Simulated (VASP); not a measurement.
Wanted: the native input for a VASP 6.6.1 run.

| Property | Result |
| --- | --- |
| Task | single point |
| Functional | PBEsol |
| Potentials or basis | VASP PAW PBE potentials, release 64 (F) |
| Cutoff | 520 eV |
| k mesh | 4 × 4 × 2 |
| Occupations | gaussian, width 0.05 eV |
| Spin | no spin polarisation |
| Dipole correction | no |
| Further INCAR settings | ALGO = Normal; EDIFF = 1e-06; NBANDS = 22 |

The structure of F lies in POSCAR:

```
F
1.0
    3.0712726503     -1.7651656529     -0.2368830422
    3.0712726503      1.7651656529     -0.2368830422
   -2.3093624171      0.0000000000      7.0690049337
F
4
Direct
    0.0848459664      0.0848459664      0.1139841296
    0.9151540336      0.9151540336      0.8860158704
    0.5015719855      0.5015719855      0.5937195244
    0.4984280145      0.4984280145      0.4062804756
```

The input as run:

INCAR

```
SYSTEM = F
ALGO = Normal
EDIFF = 1E-6
ENCUT = 520
GGA = PS
ISIF = 2
ISMEAR = 0
LASPH = .TRUE.
LCHARG = .FALSE.
LREAL = .FALSE.
LWAVE = .FALSE.
NBANDS = 22
NELM = 80
PREC = Accurate
SIGMA = 0.05
```

KPOINTS

```
k-points
0
G
  4 4 2
  0 0 0
```

Potentials or basis: VASP PAW PBE potentials, release 64 (F).

The run is started by

```sh
$ cat potpaw_PBE.64/F/POTCAR > POTCAR
$ mpirun -np 1 vasp_std > vasp.out
```

Results of the run:

- Pressure: -4.1 GPa
- Largest force: 3.678 eV/Å
- Band gap on the k mesh: 1.29 eV, indirect (least direct gap 1.36 eV)

Caveat: the k points lie up to 0.52 Å⁻¹ apart; the PAW data sets were made with another functional, which shifts forces and pressure a little.

Run time: 16 s on 1 thread of Intel(R) Xeon(R) Platinum 8488C (Sapphire Rapids), on a shared host, peak memory 0.19 GiB.
